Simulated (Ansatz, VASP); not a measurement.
## HfO2 in VASP and in Ansatz

```
Hf O
1.0
     0.00000    2.59463    2.59463
     2.59463    0.00000    2.59463
     2.59463    2.59463    0.00000
Hf O
1 2
Cartesian
  0.0000 0.0000 0.0000
  1.2973 1.2973 1.2973
  3.8919 3.8919 3.8919
```

Alike in both runs: task relaxation of the atoms; functional PBE; k mesh 9 × 9 × 9; no spin polarisation.

```csv
,VASP,Ansatz
version,VASP 6.6.1,Ansatz 0.2.0
potentials or method,"VASP PAW PBE potentials, release 64 (Hf_pv, O), cutoff 520 eV",PAW plane waves
occupations,"fermi-dirac, width 0.1 eV",fermi-dirac
valence electrons in the cell,22,38
```

```csv
,VASP,Ansatz,Ansatz less VASP
"gap on the k mesh at the Fermi level, each at its own relaxed structure (eV)",3.71,3.71,+0.004
```

VASP's potentials hold 22 valence electrons a cell and Ansatz's 38, so a difference there can come from the potentials and not from the codes. Ansatz's warnings: stress scf threshold loose.

Neither program's run includes spin-orbit coupling. Noted on VASP's run: the relaxation stopped at its first step, so nothing moved.
